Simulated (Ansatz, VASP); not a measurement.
# GaAs2 in VASP and in Ansatz

```xyz
3
Lattice="3.7916 0.0000 0.0000 -1.8958 3.2836 0.0000 0.0000 0.0000 5.4955" Properties=species:S:1:pos:R:3 pbc="T T T"
Ga    0.0000    0.0000    2.7478
As    0.0000    2.1891    4.2517
As    0.0000    2.1891    1.2438
```

Alike in both runs: functional PBE; k mesh 6 × 6 × 4; occupations gaussian, width 0.1 eV; no spin polarisation.

Ansatz relaxed the structure, and its values are those at the end. VASP's run is a single point on that final structure, the one shown.

|  | VASP | Ansatz |
| --- | --- | --- |
| version | VASP 6.6.1 | Ansatz 0.2.0 |
| potentials or method | VASP PAW PBE potentials, release 64 (Ga_d, As), cutoff 500 eV | scalar-relativistic, plane waves, PAW |
| valence electrons in the cell | 23 | 43 |

|  | VASP | Ansatz | Ansatz less VASP |
| --- | --- | --- | --- |
| gap on the k mesh at the Fermi level (eV) | none | none | - |
| pressure (GPa) | 0.2 | 0.0 | -0.16 |
| rms of the force components (eV/Å) | 0.003 | 0.001 | -0.0022 |

A gap of «none» marks a metal or a gap that the smearing closes. VASP's potentials hold 23 valence electrons a cell and Ansatz's 43, so a difference there can come from the potentials and not from the codes.
